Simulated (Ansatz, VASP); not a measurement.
# BaTiO3 in VASP and in Ansatz

```
Ba Ti O
1.0
     2.82737    1.63238    2.31839
    -2.82737    1.63238    2.31839
     0.00000   -3.26476    2.31839
Ba Ti O
1 1 3
Cartesian
  0.0000 0.0000 0.0000
  0.0000 0.0000 3.3698
  1.3885 -0.8017 2.3988
  -1.3885 -0.8017 2.3988
  0.0000 1.6033 2.3988
```

Alike in both runs: task single point; functional LDA; k mesh 7 × 7 × 7; occupations fermi-dirac, width 0.05 eV; no spin polarisation.

|  | VASP | Ansatz |
| --- | --- | --- |
| version | VASP 6.6.1 | Ansatz 0.2.0 |
| potentials or method | VASP PAW LDA potentials, release 64 (Ba_sv, Ti_sv, O), cutoff 520 eV | all-electron LAPW, scalar-relativistic |

|  | VASP | Ansatz | Ansatz less VASP |
| --- | --- | --- | --- |
| gap on the k mesh at the Fermi level (eV) | 2.35 | 2.41 | +0.054 |
| least direct gap on the mesh (eV) | 2.69 | 2.70 | +0.015 |
| pressure (GPa) | -3.9 | -5.9 | -2.07 |
| traceless stress, the component that is largest in VASP (GPa) | -0.10 | -0.03 | +0.070 |
| rms of the force components (eV/Å) | 0.050 | 0.048 | -0.0019 |

LDA's correlation is that of Perdew and Zunger in VASP and of Perdew and Wang (1992) in Ansatz. Atom by atom the forces differ by 0.038 eV/Å (rms over components). Ansatz ran all-electron here, and VASP with PAW potentials.

Neither program's run includes spin-orbit coupling.
